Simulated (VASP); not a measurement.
Input of a VASP 6.6.1 run:

Contents of INCAR:

```
SYSTEM = Si
PREC = Accurate
ENCUT = 520
EDIFF = 1E-6
ISMEAR = 0
SIGMA = 0.1
LREAL = .FALSE.
LASPH = .TRUE.
NELM = 100
ALGO = Normal
ISIF = 2
LWAVE = .FALSE.
LCHARG = .FALSE.
NBANDS = 16
```

Contents of KPOINTS:

```
Automatic mesh
0
G
  6 6 6
  0 0 0
```

POSCAR

```
Si
1.0
    1.9316135311      1.1152175920      5.8337309291
   -1.9316135311      1.1152175920      5.8337309291
    0.0000000000     -2.2304351844      5.8337309290
Si
4
Direct
    0.9287050504      0.9287050504      0.9287050504
    0.2231227654      0.2231227654      0.2231227654
    0.7768772346      0.7768772346      0.7768772346
    0.0712949496      0.0712949496      0.0712949496
```

Potentials or basis: VASP PAW LDA potentials, release 64 (Si).

Run with:

```bash
$ cat potpaw_LDA.64/Si/POTCAR > POTCAR
$ mpirun -np 1 vasp_std > vasp.out
```

Question: Predict the band gap on the k mesh.

Answer: Zero (bands 8 and 9 overlap by 2.02 eV).

Question: What does it give for the largest force?

Answer: 0.031 eV/Å.

Question: What does it give for the pressure?

Answer: 0.0 GPa.

Forces in eV/Å, atoms in the order of the input:
```
Si   0.000  0.000 -0.031
Si   0.000  0.000  0.000
Si   0.000  0.000  0.000
Si   0.000  0.000  0.031
```
